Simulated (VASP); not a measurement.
# Ca4As3 (P-62m) in VASP: a series of runs

Ca4As3 is run at these levels: PBE; tasks: single point, relaxation of cell and atoms.

All numbers are computed with VASP 6.6.1; they aren't measurements. Logs are shortened: lines on timing, memory, paths and dates and some standing lists are left out, and cuts for length are marked.

## (1) The cell of the first run

Symmetry: P-62m, No. 189, hexagonal system. The conventional cell has a = 6.289 Å, b = 6.289 Å, c = 7.526 Å, α = 90.00°, β = 90.00°, γ = 120.00°. Within 3.9 Å of Ca (site symmetry 3) lie 3 As at 2.97 Å and 5 Ca at 3.63 to 3.89 Å. Within 3.8 Å of As (site symmetry m2m) lie 2 As at 2.87 Å and 4 Ca at 2.97 Å.

## (2) Single point, PBE

Contents of INCAR:

```
  PREC = Accurate
  ENCUT = 520
  EDIFF = 1E-7
  ISMEAR = 0
  SIGMA = 0.1
  LREAL = False
  LASPH = True
  NELM = 60
  ALGO = Normal
  ISIF = 2
  LWAVE = False
  LCHARG = False
  GGA = PE
  NBANDS = 36
```

Contents of KPOINTS:

```
Automatic mesh
0
Gamma
  3 3 4
```

Contents of POSCAR:

```
Ca4As3
1.0
    6.2888195650      0.0000000000      0.0000000000
   -3.1444097825      5.4462775031      0.0000000000
    0.0000000000      0.0000000000      7.5255779898
Ca As
4 3
Direct
    0.3333333333      0.6666666667      0.7587165457
    0.3333333333      0.6666666667      0.2412834543
    0.6666666667      0.3333333333      0.2412834543
    0.6666666667      0.3333333333      0.7587165457
    0.7362157600      0.0000000000      0.0000000000
    0.0000000000      0.7362157600      0.0000000000
    0.2637842400      0.2637842400      0.0000000000
```

Potentials or basis: VASP PAW PBE potentials, release 64 (Ca_sv, As).

Run with:

```sh
cat potpaw_PBE.64/Ca_sv/POTCAR potpaw_PBE.64/As/POTCAR > POTCAR
mpirun -np 1 vasp_std > vasp.out
```

OUTCAR:

```text
PREC = Accurate
   ENCUT = 520
   EDIFF = 1E-7
   ISMEAR = 0
   LREAL = False
   LASPH = True
   NELM = 60
   ISIF = 2
   GGA = PE

 ion  position               nearest neighbor table
   1  0.333  0.667  0.759-   6 2.97   5 2.97   7 2.97
   2  0.333  0.667  0.241-   6 2.97   5 2.97   7 2.97
   3  0.667  0.333  0.241-   5 2.97   6 2.97   7 2.97
   4  0.667  0.333  0.759-   5 2.97   6 2.97   7 2.97
   5  0.736  0.000  0.000-   7 2.87   6 2.87   4 2.97   3 2.97   2 2.97   1 2.97
   6  0.000  0.736  0.000-   7 2.87   5 2.87   2 2.97   1 2.97   4 2.97   3 2.97
   7  0.264  0.264  0.000-   6 2.87   5 2.87   1 2.97   2 2.97   3 2.97   4 2.97

  LATTYP: Found a hexagonal cell.
 ALAT       =     6.2888195650
 C/A-ratio  =     1.1966598679

  Lattice vectors:

 A1 = (   6.2888195650,   0.0000000000,   0.0000000000)
 A2 = (  -3.1444097825,   5.4462775031,   0.0000000000)
 A3 = (   0.0000000000,   0.0000000000,   7.5255779898)

Analysis of symmetry for initial positions (statically):
=====================================================================
 Subroutine PRICEL returns:
 Original cell was already a primitive cell.

 Routine SETGRP: Setting up the symmetry group for a
 hexagonal supercell.

 Subroutine GETGRP returns: Found 12 space group operations
 (whereof 12 operations were pure point group operations)
 out of a pool of 24 trial point group operations.

The static configuration has the point symmetry D_3h.

Analysis of symmetry for dynamics (positions and initial velocities):
=====================================================================
 Subroutine PRICEL returns:
 Original cell was already a primitive cell.

 Routine SETGRP: Setting up the symmetry group for a
 hexagonal supercell.

 Subroutine GETGRP returns: Found 12 space group operations
 (whereof 12 operations were pure point group operations)
 out of a pool of 24 trial point group operations.

The dynamic configuration has the point symmetry D_3h.

 Subroutine INISYM returns: Found 12 space group operations
 (whereof 12 operations are pure point group operations),
 and found     1 'primitive' translations

----------------------------------------------------------------------------------------

                                     Primitive cell

  volume of cell :     257.7560

  direct lattice vectors                    reciprocal lattice vectors
     6.288819565  0.000000000  0.000000000     0.159012354  0.091805825  0.000000000
    -3.144409782  5.446277503  0.000000000     0.000000000  0.183611650  0.000000000
     0.000000000  0.000000000  7.525577990     0.000000000  0.000000000  0.132880159

  length of vectors
     6.288819565  6.288819565  7.525577990     0.183611650  0.183611650  0.132880159

  position of ions in fractional coordinates (direct lattice)
     0.333333333  0.666666667  0.758716546
     0.333333333  0.666666667  0.241283454
     0.666666667  0.333333333  0.241283454
     0.666666667  0.333333333  0.758716546
     0.736215760  0.000000000  0.000000000
     0.000000000  0.736215760  0.000000000
     0.263784240  0.263784240  0.000000000

  ion indices of the primitive-cell ions
   primitive index   ion index
                 1           1
                 2           2
                 3           3
                 4           4
                 5           5
                 6           6
                 7           7

----------------------------------------------------------------------------------------

 KPOINTS: Automatic mesh

Automatic generation of k-mesh.
 Grid dimensions read from file:
 generate k-points for:    3    3    4

 Generating k-lattice:

  Cartesian coordinates                     Fractional coordinates (reciprocal lattice)
     0.053004118  0.030601942  0.000000000     0.333333333  0.000000000  0.000000000
     0.000000000  0.061203883  0.000000000     0.000000000  0.333333333  0.000000000
     0.000000000  0.000000000  0.033220040     0.000000000  0.000000000  0.250000000

  Length of vectors
     0.061203883  0.061203883  0.033220040

  Shift w.r.t. Gamma in fractional coordinates (k-lattice)
     0.000000000  0.000000000  0.000000000

 Subroutine IBZKPT returns following result:
 ===========================================

 Found      9 irreducible k-points:

 Following reciprocal coordinates:
            Coordinates               Weight
  0.000000  0.000000  0.000000      1.000000
  0.333333 -0.000000  0.000000      6.000000
  0.333333  0.333333  0.000000      2.000000
  0.000000  0.000000  0.250000      2.000000
  0.333333 -0.000000  0.250000     12.000000
  0.333333  0.333333  0.250000      4.000000
  0.000000  0.000000  0.500000      1.000000
  0.333333 -0.000000  0.500000      6.000000
  0.333333  0.333333  0.500000      2.000000
   k-points           NKPTS =      9   k-points in BZ     NKDIM =      9   number of bands    NBANDS=     36
   number of dos      NEDOS =    301   number of ions     NIONS =      7
   total plane-waves  NPLWV = 129024
   dimension x,y,z NGX =    48 NGY =   48 NGZ =   56
   dimension x,y,z NGXF=    96 NGYF=   96 NGZF=  112
   ions per type =               4   3
   NGX,Y,Z   is equivalent  to a cutoff of  12.69, 12.69, 12.37 a.u.
   NGXF,Y,Z  is equivalent  to a cutoff of  25.38, 25.38, 24.74 a.u.
 SYSTEM =  unknown system
   PREC   = accura    normal or accurate (medium, high low for compatibility)
   ISTART =      0    job   : 0-new  1-cont  2-samecut
   ICHARG =      2    charge: 1-file 2-atom 10-const
   ISPIN  =      1    spin polarized calculation?
   LNONCOLLINEAR =      F non collinear calculations
   LSORBIT =      F    spin-orbit coupling
   LASPH  =      T    aspherical Exc in radial PAW
   ENCUT  =  520.0 eV  38.22 Ry    6.18 a.u.  11.69 11.69 13.99*2*pi/ulx,y,z
   NELM   =     60;   NELMIN=  2; NELMDL= -5     # of ELM steps
   EDIFF  = 0.1E-06   stopping-criterion for ELM
   LREAL  =      F    real-space projection
   EDIFFG = 0.1E-05   stopping-criterion for IOM
   NSW    =      0    number of steps for IOM
   IBRION =     -1    ionic relax: 0-MD 1-quasi-New 2-CG
   NFREE  =      0    steps in history (QN), initial steepest desc. (CG)
   ISIF   =      2    stress and relaxation
   ISYM   =      2    0-nonsym 1-usesym 2-fastsym
   POTIM  = 0.5000    time-step for ionic-motion
   TEBEG  =    0.0;   TEEND  =   0.0 temperature during run
   PSTRESS=    0.0 pullay stress
   NELECT =      55.0000    total number of electrons
   NUPDOWN=      -1.0000    fix difference up-down
   EMIN   =  10.00;   EMAX   =-10.00  energy-range for DOS
   EFERMI =   0.00;   METHOD = LEGACY
   ISMEAR =     0;   SIGMA  =   0.10  broadening in eV -4-tet -1-fermi 0-gaus
   EFERMI_NEDOS =   21; number of points for ismear=-14 and -15
   IALGO  =     38    algorithm
   IMIX   =      4    mixing-type and parameters
     AMIX     =   0.40;   BMIX     =  1.00
     AMIX_MAG =   1.60;   BMIX_MAG =  1.00
  volume/ion in A,a.u.               =      36.82       248.49
  Fermi-wavevector in a.u.,A,eV,Ry     =   0.978272  1.848665 13.020986  0.957015
  Thomas-Fermi vector in A             =   2.109034
   LORBIT       =      0    0 simple, 1 ext, 2 COOP (PROOUT), +10 PAW based schemes
   GGA     = PE    functional components
   LHFCALC =     F    Hartree Fock is set to
   AEXX    =    0.0000 exact exchange contribution
   IVDW    =     0    specifies the selected vdW correction
   LEPSILON=     F    determine dielectric tensor
   LRPA    =     F    only Hartree local field effects (RPA)
 non-spin polarized calculation
 Gauss-broadening in eV      SIGMA  =   0.10
  energy-cutoff  :      520.00
  volume of cell :      257.76
 maximum number of plane-waves:      6964
 NGX is ok and might be reduce to    48
   NGX = 23   NGY = 23   NGZ = 27

 number of electron      54.9999989 magnetization

 Free energy of the ion-electron system (eV)
  ---------------------------------------------------
  ext. energy  EPLUGINS =         0.00000000
  ---------------------------------------------------
  free energy    TOTEN  =       -23.40846220 eV

  energy without entropy =      -23.37939768  energy(sigma->0) =      -23.39392994

 E-fermi :   2.0368     XC(G=0):  -7.6852

 val. band max:        1.9838051024   @ k =   0.3333  -0.0000   0.2500
 cond. band min:       2.0386199943   @ k =   0.3333   0.3333   0.5000
 fundamental gap:      0.0548148919
 Fermi energy:         2.0367582307

 k-point     1 :       0.0000    0.0000    0.0000
  band No.  band energies     occupation
      1     -39.6903      2.00000
      2     -39.6812      2.00000
      3     -39.6715      2.00000
      4     -39.6629      2.00000
      5     -20.7865      2.00000
      6     -20.7865      2.00000
[... 28 lines left out ...]
     35       4.2233      0.00000
     36       4.2235      0.00000

 k-point     2 :       0.3333   -0.0000    0.0000
  band No.  band energies     occupation
      1     -39.6863      2.00000
      2     -39.6774      2.00000
      3     -39.6754      2.00000
      4     -39.6668      2.00000
      5     -20.7942      2.00000
      6     -20.7735      2.00000
[... 28 lines left out ...]
     35       3.9094      0.00000
     36       3.9474      0.00000

 k-point     3 :       0.3333    0.3333    0.0000
  band No.  band energies     occupation
      1     -39.6809      2.00000
      2     -39.6809      2.00000
      3     -39.6721      2.00000
      4     -39.6721      2.00000
      5     -20.8020      2.00000
      6     -20.7800      2.00000
[... 28 lines left out ...]
     35       3.8005      0.00000
     36       3.9384      0.00000

 k-point     4 :       0.0000    0.0000    0.2500
  band No.  band energies     occupation
      1     -39.6893      2.00000
      2     -39.6823      2.00000
      3     -39.6705      2.00000
      4     -39.6639      2.00000
      5     -20.7846      2.00000
      6     -20.7846      2.00000
[... 28 lines left out ...]
     35       4.1910      0.00000
     36       4.4439      0.00000

 k-point     5 :       0.3333   -0.0000    0.2500
  band No.  band energies     occupation
      1     -39.6853      2.00000
      2     -39.6784      2.00000
      3     -39.6745      2.00000
      4     -39.6678      2.00000
      5     -20.7923      2.00000
      6     -20.7754      2.00000
[... 28 lines left out ...]
     35       3.9318      0.00000
     36       4.1555      0.00000

 k-point     6 :       0.3333    0.3333    0.2500
  band No.  band energies     occupation
      1     -39.6799      2.00000
      2     -39.6799      2.00000
      3     -39.6731      2.00000
      4     -39.6731      2.00000
      5     -20.8000      2.00000
      6     -20.7820      2.00000
[... 28 lines left out ...]
     35       3.7695      0.00000
     36       4.0561      0.00000

 k-point     7 :       0.0000    0.0000    0.5000
  band No.  band energies     occupation
      1     -39.6878      2.00000
      2     -39.6838      2.00000
      3     -39.6690      2.00000
      4     -39.6653      2.00000
      5     -20.7822      2.00000
      6     -20.7822      2.00000
[... 28 lines left out ...]
     35       4.1187      0.00000
     36       4.7477      0.00000

 k-point     8 :       0.3333   -0.0000    0.5000
  band No.  band energies     occupation
      1     -39.6838      2.00000
      2     -39.6799      2.00000
      3     -39.6730      2.00000
      4     -39.6692      2.00000
      5     -20.7898      2.00000
      6     -20.7779      2.00000
[... 28 lines left out ...]
     35       3.9219      0.00000
     36       4.3614      0.00000

 k-point     9 :       0.3333    0.3333    0.5000
  band No.  band energies     occupation
      1     -39.6784      2.00000
      2     -39.6784      2.00000
      3     -39.6745      2.00000
      4     -39.6745      2.00000
      5     -20.7975      2.00000
      6     -20.7845      2.00000
[... 28 lines left out ...]
     35       3.6582      0.00000
     36       4.2228      0.00000

------------------------ aborting loop because EDIFF is reached ----------------------------------------

  FORCE on cell =-STRESS in cart. coord.  units (eV):
  Direction    XX          YY          ZZ          XY          YZ          ZX
  --------------------------------------------------------------------------------------
  -------------------------------------------------------------------------------------
  Total        0.3760709      0.3760709      0.5487871      0.0000000      0.0000000      0.0000000
  in kB        2.3376074      2.3376074      3.4111883      0.0000000      0.0000000      0.0000000
  external PRESSURE =       2.6954677 kB  Pullay stress =       0.0000000 kB

 VOLUME and BASIS-vectors are now :
 -----------------------------------------------------------------------------
  energy-cutoff  :      520.00
  volume of cell :      257.76
      direct lattice vectors                 reciprocal lattice vectors
     6.288819565  0.000000000  0.000000000     0.159012354  0.091805825  0.000000000
    -3.144409782  5.446277503  0.000000000     0.000000000  0.183611650  0.000000000
     0.000000000  0.000000000  7.525577990     0.000000000  0.000000000  0.132880159

 POSITION                                       TOTAL-FORCE (eV/Angst)
 -----------------------------------------------------------------------------------
     -0.00000      3.63085      5.70978         0.000000      0.000000      0.015527
     -0.00000      3.63085      1.81580         0.000000      0.000000     -0.015527
      3.14441      1.81543      1.81580        -0.000000     -0.000000     -0.015527
      3.14441      1.81543      5.70978        -0.000000     -0.000000      0.015527
      4.62993      0.00000      0.00000         0.004107      0.000000      0.000000
     -2.31496      4.00964      0.00000        -0.002054      0.003557     -0.000000
      0.82945      1.43664      0.00000        -0.002054     -0.003557      0.000000
 -----------------------------------------------------------------------------------
    total drift:                                0.000000      0.000000     -0.000000

  FREE ENERGIE OF THE ION-ELECTRON SYSTEM (eV)
  ---------------------------------------------------
  free  energy   TOTEN  =       -23.4084621963 eV

  energy  without entropy=      -23.3793976810  energy(sigma->0) =      -23.39392994
```

Run time: 1.9 min. Hardware: 1 thread of Oxide Virtual Turin-like, shared host; peak memory 0.32 GiB.

Results:

| Property | Result |
| --- | --- |
| Free energy | -23.4085 eV |
| Pressure | 0.3 GPa |
| Largest force | 0.016 eV/Å |

Forces on the atoms (eV/Å):
```
Ca   0.000  0.000  0.016
Ca   0.000  0.000 -0.016
Ca   0.000  0.000 -0.016
Ca   0.000  0.000  0.016
As   0.004  0.000  0.000
As  -0.002  0.004  0.000
As  -0.002 -0.004  0.000
```

Levels at points of the mesh, in eV from the Fermi level:
```tsv
k point	band 25	band 26	band 27	band 28	band 29	band 30
(0.00, 0.00, 0.00)	-1.56	-1.30	-1.30	0.87	0.87	1.26
(0.00, 0.00, 0.50)	-1.34	-1.34	-0.66	0.55	1.14	1.14
```

Caveat: the k points lie up to 0.38 Å⁻¹ apart.

[end of part 1 of 2]
